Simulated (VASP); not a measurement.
# Zn (Im-3m) in VASP: a series of runs

Zn is run at these levels: PBE; tasks: relaxation of cell and atoms, single point.

Everything below comes from runs of VASP 6.6.1. Logs are shortened: lines on timing, memory, paths and dates and some standing lists are left out, and cuts for length are marked.

**1. The cell of the first run**

Symmetry: Im-3m, No. 229, cubic system. The conventional cell has a = 3.122 Å, b = 3.122 Å, c = 3.122 Å, α = 90.00°, β = 90.00°, γ = 90.00°. Within 3.6 Å of Zn (site symmetry m-3m) lie 14 Zn at 2.70 to 3.12 Å.

**2. Relaxation of cell and atoms, PBE**

The input, INCAR:

```
PREC = Accurate
ENCUT = 600
EDIFF = 1E-6
ISMEAR = -1
SIGMA = 0.1
LREAL = F
LASPH = T
NELM = 100
ALGO = Normal
ISIF = 3
LWAVE = F
LCHARG = F
GGA = PE
IBRION = 2
NSW = 80
EDIFFG = -0.01
```

The input, KPOINTS:

```
Automatic mesh
0
Gamma
  14 14 14
```

The input, POSCAR:

```
Zn
1.0
   -1.5608515766      1.5608515766      1.5608515766
    1.5608515766     -1.5608515766      1.5608515766
    1.5608515766      1.5608515766     -1.5608515766
Zn
1
Direct
    0.0000000000      0.0000000000      0.0000000000
```

Potentials or basis: VASP PAW PBE potentials, release 64 (Zn).

Run with:

```bash
$ cat potpaw_PBE.64/Zn/POTCAR > POTCAR
$ mpirun -np 1 vasp_std > vasp.out
```

OUTCAR:

```text
PREC = Accurate
   ENCUT = 600
   EDIFF = 1E-6
   ISMEAR = -1
   LREAL = F
   LASPH = T
   NELM = 100
   ISIF = 3
   GGA = PE
   IBRION = 2
   NSW = 80
   EDIFFG = -0.01

 ion  position               nearest neighbor table
   1  0.000  0.000  0.000-

  LATTYP: Found a body centered cubic cell.
 ALAT       =     3.1217031532

  Lattice vectors:

 A1 = (  -1.5608515766,   1.5608515766,   1.5608515766)
 A2 = (   1.5608515766,  -1.5608515766,   1.5608515766)
 A3 = (   1.5608515766,   1.5608515766,  -1.5608515766)

Analysis of symmetry for initial positions (statically):
=====================================================================
 Subroutine PRICEL returns:
 Original cell was already a primitive cell.

 Routine SETGRP: Setting up the symmetry group for a
 body centered cubic supercell.

 Subroutine GETGRP returns: Found 48 space group operations
 (whereof 48 operations were pure point group operations)
 out of a pool of 48 trial point group operations.

The static configuration has the point symmetry O_h .

Analysis of symmetry for dynamics (positions and initial velocities):
=====================================================================
 Subroutine PRICEL returns:
 Original cell was already a primitive cell.

 Routine SETGRP: Setting up the symmetry group for a
 body centered cubic supercell.

 Subroutine GETGRP returns: Found 48 space group operations
 (whereof 48 operations were pure point group operations)
 out of a pool of 48 trial point group operations.

The dynamic configuration has the point symmetry O_h .

 Subroutine INISYM returns: Found 48 space group operations
 (whereof 48 operations are pure point group operations),
 and found     1 'primitive' translations

----------------------------------------------------------------------------------------

                                     Primitive cell

  volume of cell :      15.2105

  direct lattice vectors                    reciprocal lattice vectors
    -1.560851577  1.560851577  1.560851577     0.000000000  0.320337954  0.320337954
[... 142 lines left out ...]
  in kB        9.0029233      9.0029233      9.0029233     -0.0000000      0.0000000     -0.0000000
  external PRESSURE =       9.0029233 kB  Pullay stress =       0.0000000 kB

 VOLUME and BASIS-vectors are now :
 -----------------------------------------------------------------------------
  energy-cutoff  :      600.00
  volume of cell :       15.21
      direct lattice vectors                 reciprocal lattice vectors
    -1.560851577  1.560851577  1.560851577     0.000000000  0.320337954  0.320337954
     1.560851577 -1.560851577  1.560851577     0.320337954  0.000000000  0.320337954
     1.560851577  1.560851577 -1.560851577     0.320337954  0.320337954  0.000000000

 POSITION                                       TOTAL-FORCE (eV/Angst)
 -----------------------------------------------------------------------------------
      0.00000      0.00000      0.00000        -0.000000      0.000000     -0.000000
 -----------------------------------------------------------------------------------
    total drift:                                0.000000      0.000000     -0.000000

  FREE ENERGIE OF THE ION-ELECTRON SYSTEM (eV)
  ---------------------------------------------------
  free  energy   TOTEN  =        -1.0271809635 eV

  energy  without entropy=       -1.0159081713  energy(sigma->0) =       -1.02154457

--------------------------------------- Ionic step        2  -------------------------------------------

 number of electron      11.9999994 magnetization

 Free energy of the ion-electron system (eV)
  ---------------------------------------------------
  ext. energy  EPLUGINS =         0.00000000
  ---------------------------------------------------
  free energy    TOTEN  =        -1.02768077 eV

  energy without entropy =       -1.01623311  energy(sigma->0) =       -1.02195694

 E-fermi :   3.1139     XC(G=0): -11.5014

 val. band max:        3.1003052654   @ k =  -0.4286   0.5000   0.0714
 cond. band min:       3.1198840319   @ k =   0.3571   0.2143   0.0714
 fundamental gap:      0.0195787665
 Fermi energy:         3.1138769406

 k-point     1 :       0.0000    0.0000    0.0000
  band No.  band energies     occupation
      1      -7.2522      2.00000
      2      -4.6548      2.00000
      3      -4.6548      2.00000
      4      -4.6548      2.00000
      5      -4.1556      2.00000
      6      -4.1556      2.00000
      7      22.1289      0.00000
      8      22.1289      0.00000
      9      22.1289      0.00000
     10      23.8528      0.00000
[... 287 lines left out ...]
 k-point    24 :       0.3571    0.2857    0.0000
  band No.  band energies     occupation
      1      -5.0045      2.00000
      2      -4.7221      2.00000
      3      -4.5471      2.00000
      4      -4.1435      2.00000
      5      -4.0821      2.00000
      6       3.0663      1.23364
      7       3.4885      0.04614
      8       5.5076      0.00000
      9      14.1210      0.00000
     10      23.4970      0.00000

 [... further k-points ...]

------------------------ aborting loop because EDIFF is reached ----------------------------------------

  FORCE on cell =-STRESS in cart. coord.  units (eV):
  Direction    XX          YY          ZZ          XY          YZ          ZX
  --------------------------------------------------------------------------------------
  -------------------------------------------------------------------------------------
  Total        0.0049655      0.0049655      0.0049655     -0.0000000     -0.0000000     -0.0000000
  in kB        0.5166111      0.5166111      0.5166111     -0.0000000     -0.0000000     -0.0000000
  external PRESSURE =       0.5166111 kB  Pullay stress =       0.0000000 kB

 VOLUME and BASIS-vectors are now :
 -----------------------------------------------------------------------------
  energy-cutoff  :      600.00
  volume of cell :       15.40
      direct lattice vectors                 reciprocal lattice vectors
    -1.567287496  1.567287496  1.567287496     0.000000000  0.319022516  0.319022516
     1.567287496 -1.567287496  1.567287496     0.319022516  0.000000000  0.319022516
     1.567287496  1.567287496 -1.567287496     0.319022516  0.319022516  0.000000000

 POSITION                                       TOTAL-FORCE (eV/Angst)
 -----------------------------------------------------------------------------------
      1.56729     -1.56729      1.56729        -0.000000     -0.000000      0.000000
 -----------------------------------------------------------------------------------
    total drift:                                0.000000     -0.000000      0.000000

  FREE ENERGIE OF THE ION-ELECTRON SYSTEM (eV)
  ---------------------------------------------------
  free  energy   TOTEN  =        -1.0276807656 eV

  energy  without entropy=       -1.0162331076  energy(sigma->0) =       -1.02195694

 reached required accuracy - stopping structural energy minimisation
```

OSZICAR:

```text
N       E                     dE             d eps       ncg     rms          rms(c)
DAV:   1     0.373246447472E+02    0.37325E+02   -0.75783E+03  2104   0.208E+03
DAV:   2    -0.377501527782E+00   -0.37702E+02   -0.36189E+02  2098   0.215E+02
DAV:   3    -0.112265247879E+01   -0.74515E+00   -0.74316E+00  2378   0.330E+01
DAV:   4    -0.112446335697E+01   -0.18109E-02   -0.18107E-02  2266   0.159E+00
DAV:   5    -0.112446503922E+01   -0.16822E-05   -0.16822E-05  2308   0.462E-02    0.283E+00
DAV:   6    -0.103431261548E+01    0.90152E-01   -0.55859E-01  2356   0.167E+01    0.216E+00
DAV:   7    -0.102940832497E+01    0.49043E-02   -0.10182E-02  2260   0.220E+00    0.109E+00
DAV:   8    -0.102717317877E+01    0.22351E-02   -0.12306E-03  2698   0.586E-01    0.400E-02
DAV:   9    -0.102718093692E+01   -0.77581E-05   -0.92768E-05  2808   0.159E-01    0.203E-02
DAV:  10    -0.102718096347E+01   -0.26553E-07   -0.77091E-06  2190   0.513E-02
   1 F= -.10271810E+01 E0= -.10215446E+01  d E =-.102718E+01
       N       E                     dE             d eps       ncg     rms          rms(c)
DAV:   1    -0.105477646358E+01   -0.27596E-01   -0.34390E-01  2318   0.127E+01    0.117E+00
DAV:   2    -0.103079581979E+01    0.23981E-01   -0.11229E-01  2300   0.747E+00    0.384E-01
DAV:   3    -0.102859236547E+01    0.22035E-02   -0.90775E-04  2212   0.548E-01    0.206E-01
DAV:   4    -0.102767644359E+01    0.91592E-03   -0.30503E-04  2876   0.281E-01    0.552E-03
DAV:   5    -0.102767972654E+01   -0.32830E-05   -0.88890E-06  2146   0.332E-02    0.275E-03
DAV:   6    -0.102768085190E+01   -0.11254E-05   -0.22842E-07  1226   0.829E-03    0.614E-04
DAV:   7    -0.102768076561E+01    0.86299E-07   -0.75940E-08  1102   0.358E-03
   2 F= -.10276808E+01 E0= -.10219569E+01  d E =-.499802E-03
```

Wall time 12 s (1 thread of Intel Xeon 6975P-C, shared host); peak memory 0.15 GiB.

What came out:

| Item | Value |
| --- | --- |
| Free energy | -1.0277 eV |
| Relaxed volume | 15.40 Å³/atom |
| Relaxed cell | a = 2.715 Å, b = 2.715 Å, c = 2.715 Å, α = 109.47°, β = 109.47°, γ = 109.47° |
| Space group after relaxing (to 0.05 Å) | Im-3m (No. 229) |
| Energy gained by relaxing | 0.5 meV/atom |
| Ionic steps | 2 |
| Pressure after relaxing | 0.1 GPa |
| Band gap on the k mesh | zero (band 6 reaches 7.30 eV, above the bottom of band 7 at 2.12 eV) |

The path:
| step | energy change (eV) | largest force (eV/Å) | pressure (GPa) | volume (Å³) |
| --- | --- | --- | --- | --- |
| 1 | 0.0000 | 0.0000 | 0.90 | 15.21 |
| 2 | -0.0005 | 0.0000 | 0.05 | 15.40 |

Final structure:
```xyz
1
Lattice="-1.5673 1.5673 1.5673 1.5673 -1.5673 1.5673 1.5673 1.5673 -1.5673" Properties=species:S:1:pos:R:3 pbc="T T T"
Zn    1.5673   -1.5673    1.5673
```

**3. Single point, PBE**

This run uses another cell than the first one, of 15.35 Å³/atom, 1.009 times its volume.

The input, INCAR:

```
SYSTEM = Zn
PREC     = Accurate       ! precision mode
ENCUT    = 520            ! plane-wave cutoff, eV
EDIFF    = 1E-6           ! SCF threshold, eV
ISMEAR   = -1             ! smearing method
SIGMA    = 0.1            ! smearing width, eV
LREAL    = .False.        ! projectors in reciprocal space
LASPH    = .True.         ! aspherical terms in the spheres
NELM     = 80             ! most SCF steps
ALGO     = Normal         ! electronic algorithm
ISIF     = 2              ! what is computed and relaxed
LWAVE    = .False.        ! write WAVECAR
LCHARG   = .True.         ! write CHGCAR
GGA      = PE             ! functional
LELF     = .True.         ! ELF
LVHAR    = .True.       
NBANDS   = 12             ! bands
```

The input, KPOINTS:

```
Automatic mesh
0
Gamma
  23 23 23
  0 0 0
```

The input, POSCAR:

```
Zn
1.0
   -1.5656849005      1.5656849005      1.5656849005
    1.5656849005     -1.5656849005      1.5656849005
    1.5656849005      1.5656849005     -1.5656849005
Zn
1
Direct
    0.0000000000      0.0000000000      0.0000000000
```

Potentials or basis: VASP PAW PBE potentials, release 64 (Zn).

Run with:

```bash
$ cat potpaw_PBE.64/Zn/POTCAR > POTCAR
$ mpirun -np 1 vasp_std > vasp.out
```

It took 21 s on 1 thread of Intel Xeon 6975P-C, shared host; peak memory 0.17 GiB.

The run converged. Its results:

```yaml
Free_energy: -1.0292 eV
Pressure: 0.4 GPa
Band_gap_on_the_k_mesh: zero (band 6 reaches 6.97 eV, above the bottom of band 7 at 2.18 eV)
```

Levels at points of the mesh, in eV from the Fermi level:
```tsv
k point	band 3	band 4	band 5	band 6	band 7	band 8	band 9	band 10
(0.00, 0.00, 0.00)	-7.80	-7.80	-7.30	-7.30	19.04	19.04	19.04	20.74
```

**4. Single point, PBE, non-collinear spin, zero start, spin-orbit coupling**

This run uses another cell than the first one, of 15.35 Å³/atom, 1.009 times its volume.

The input, INCAR:

```
PREC = Accurate ; ENCUT = 520
EDIFF = 1E-6 ; ISMEAR = -1
SIGMA = 0.1 ; LREAL = False
LASPH = True ; NELM = 150
ALGO = Normal ; ISIF = 2
LWAVE = False ; LCHARG = True
MAGMOM = 0 0 0 ; LORBIT = 11
LSORBIT = True ; GGA_COMPAT = False
LORBMOM = True ; GGA = PE
LVHAR = True ; NBANDS = 23
```

The input, KPOINTS:

```
regular mesh
0
Gamma
  14 14 14
```

POSCAR is that of step 3.

Run with:

```bash
$ cat potpaw_PBE.64/Zn/POTCAR > POTCAR
$ mpirun -np 1 vasp_ncl > vasp.out
```

Run time: 38 s. Hardware: 1 thread of Intel Xeon 6975P-C, shared host; peak memory 0.19 GiB.

It converged, with:

* Free energy: -1.0322 eV
* Pressure: 0.3 GPa
* Net moment: 0.00 μB per cell
* Valence electrons inside the program's atomic spheres: Zn 10.74

Moments on the atoms (μB; x, y, z):
```
Zn  0.00 0.00 0.00
```

**5. Summary**

| task | spin | cell | k mesh | cutoff (eV) | gap on the mesh (eV) | pressure (GPa) |
| --- | --- | --- | --- | --- | --- | --- |
| relaxation of cell and atoms | off | relaxed from a = 2.703 Å, angles 109.5°, 1 atom | 14 × 14 × 14 | 600 | none | 0.1 |
| single point | off | a = 2.712 Å, angles 109.5°, 1 atom | 23 × 23 × 23 | 520 | none | 0.4 |
| single point | non-collinear, zero start, SOC | a = 2.712 Å, angles 109.5°, 1 atom | 14 × 14 × 14 | 520 | - | 0.3 |

Alike in all rows: level PBE; potentials or basis VASP PAW PBE potentials, release 64 (Zn); smearing fermi-dirac 0.1 eV.

Absolute energies hang on the potentials; compare differences alone.
